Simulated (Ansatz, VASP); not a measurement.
One calculation of BN, two programs

```
B N
1.0
     2.55394   -0.01277    0.00000
    -1.28803    2.21816    0.00000
     0.00000    0.00000    4.22685
B N
2 2
Cartesian
  1.2733 0.7309 4.2257
  -0.0074 1.4745 2.1123
  1.2733 0.7309 2.6430
  -0.0074 1.4745 0.5295
```

Change from the starting cell: strain -0.0100 x Voigt [0, 0, 0, 0, 0, 1], atoms carried along.

Alike in both runs: task single point; functional r2SCAN; k mesh 12 × 12 × 6; occupations gaussian, width 0.05 eV; no spin polarisation.

```csv
,VASP,Ansatz
version,VASP 6.6.1,Ansatz 0.2.0
potentials or method,"VASP PAW PBE potentials, release 64 (B, N), cutoff 520 eV","scalar-relativistic, plane waves, PAW"
valence electrons in the cell,16,16
```

```tsv
	VASP	Ansatz	Ansatz less VASP
gap on the k mesh at the Fermi level (eV)	5.69	5.73	+0.033
least direct gap on the mesh (eV)	8.89	8.91	+0.022
pressure (GPa)	-3.6	-4.7	-1.07
traceless stress, the component that is largest in VASP (GPa)	4.21	4.19	-0.018
rms of the force components (eV/Å)	0.020	0.021	+0.0004
```

VASP's potentials were made for PBE, not for r2SCAN. Atom by atom the forces differ by 0.002 eV/Å (rms over components). With one functional, cell and mesh, what is left measures potentials, basis and numerics.
